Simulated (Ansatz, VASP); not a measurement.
One calculation of Ti4C3, two programs

```
CELL_PARAMETERS angstrom
-3.33943 3.33943 3.33943
3.33943 -3.33943 3.33943
3.33943 3.33943 -3.33943
ATOMIC_POSITIONS crystal
Ti 0.00000 0.88675 0.50000
Ti 0.88675 0.50000 0.00000
Ti 0.50000 0.00000 0.38675
Ti 0.50000 0.00000 0.88675
Ti 0.00000 0.38675 0.50000
Ti 0.38675 0.50000 0.00000
Ti 0.61325 0.61325 0.61325
Ti 0.11325 0.11325 0.11325
C 0.75000 0.87500 0.12500
C 0.87500 0.12500 0.75000
C 0.12500 0.75000 0.87500
C 0.62500 0.37500 0.25000
C 0.37500 0.25000 0.62500
C 0.25000 0.62500 0.37500
```

Alike in both runs: functional PBE; k mesh 3 × 3 × 3; occupations gaussian, width 0.2 eV; no spin polarisation.

Ansatz relaxed the structure, and its values are those at the end. VASP's run is a single point on that final structure, the one shown.

|  | VASP | Ansatz |
| --- | --- | --- |
| version | VASP 6.6.1 | Ansatz 0.2.0 |
| potentials or method | VASP PAW PBE potentials, release 64 (Ti_sv, C), cutoff 520 eV | scalar-relativistic, plane waves, PAW |
| valence electrons in the cell | 120 | 120 |

Ansatz gave:

```
gap on the k mesh at the Fermi level (eV) : none
pressure (GPa)                            : 0.0
rms of the force components (eV/Å)        : 0.022
```

Q: Which values does VASP return?

A: gap on the k mesh at the Fermi level (eV): none; pressure (GPa): 0.1; rms of the force components (eV/Å): 0.018.

A gap of «none» marks a metal or a gap that the smearing closes. With one functional, cell and mesh, what is left measures potentials, basis and numerics.

The k mesh is coarse, so the values compare programs but aren't converged.
